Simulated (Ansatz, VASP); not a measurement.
One calculation of SiW3, two programs

```
Si W
1.0
    -1.93491    1.93491    4.10383
     1.93491   -1.93491    4.10383
     1.93491    1.93491   -4.10383
Si W
1 3
Direct
  0.00000 0.00000 0.00000
  0.50000 0.50000 0.00000
  0.25000 0.75000 0.50000
  0.75000 0.25000 0.50000
```

Alike in both runs: functional PBE; k mesh 16 × 16 × 16; occupations gaussian, width 0.1 eV; no spin polarisation.

Ansatz relaxed the structure, and its values are those at the end. VASP's run is a single point on that final structure, the one shown.

|  | VASP | Ansatz |
| --- | --- | --- |
| version | VASP 6.6.1 | Ansatz 0.2.0 |
| potentials or method | VASP PAW PBE potentials, release 64 (Si, W_sv), cutoff 520 eV | scalar-relativistic, plane waves, PAW |
| valence electrons in the cell | 46 | 46 |

Ansatz gave:

| Property | Result |
| --- | --- |
| gap on the k mesh at the Fermi level (eV) | none |
| pressure (GPa) | 0.0 |

Task: Which values does VASP return?

Result: gap on the k mesh at the Fermi level (eV): none; pressure (GPa): 0.4.

A gap of «none» marks a metal or a gap that the smearing closes.

Neither program's run includes spin-orbit coupling.
